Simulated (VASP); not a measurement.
A run of VASP 6.6.1:

Contents of POSCAR:

```
Ta2CN
1.0
    3.1572214522      0.0000000000      0.0000000000
    0.0000000000      3.1572214522      0.0000000000
    0.0000000000      0.0000000000      4.4725097433
Ta C N
2 1 1
Direct
    0.0000000000      0.0000000000      0.0000000000
    0.5000000000      0.5000000000      0.5000000000
    0.0000000000      0.0000000000      0.5000000000
    0.5000000000      0.5000000000      0.0000000000
```

File INCAR.step1:

```
ALGO = Normal
EDIFF = 1E-4
ENCUT = 520
GGA = PE
ISMEAR = 1
LASPH = True
LCHARG = False
LREAL = False
LWAVE = True
NBANDS = 24
NELM = 80
PREC = Accurate
SIGMA = 0.1
```

INCAR.step2

```
ALGO = Normal
EDIFF = 1E-6
ENCUT = 520
ISIF = 2
ISMEAR = 1
ISTART = 1
LASPH = True
LCHARG = False
LMIXTAU = True
LREAL = False
LWAVE = False
METAGGA = R2SCAN
NBANDS = 24
NELM = 80
PREC = Accurate
SIGMA = 0.1
```

The input KPOINTS:

```
k-points
0
Gamma
  7 7 5
```

Potentials or basis: VASP PAW PBE potentials, release 64 (Ta_pv, C, N).

Launch:

```sh
$ cat potpaw_PBE.64/Ta_pv/POTCAR potpaw_PBE.64/C/POTCAR potpaw_PBE.64/N/POTCAR > POTCAR
$ cp INCAR.step1 INCAR
$ mpirun -np 1 vasp_std > vasp.out
$ cp INCAR.step2 INCAR
$ mpirun -np 1 vasp_std > vasp.out
```

Hardware: 1 thread of Intel Xeon 6975P-C (shared host).

Question: Estimate the wall time of this run.

Answer: Wall time 71 s on 1 thread of Intel Xeon 6975P-C, with other jobs on the host, peak memory 0.18 GiB. Counts: k points 30.
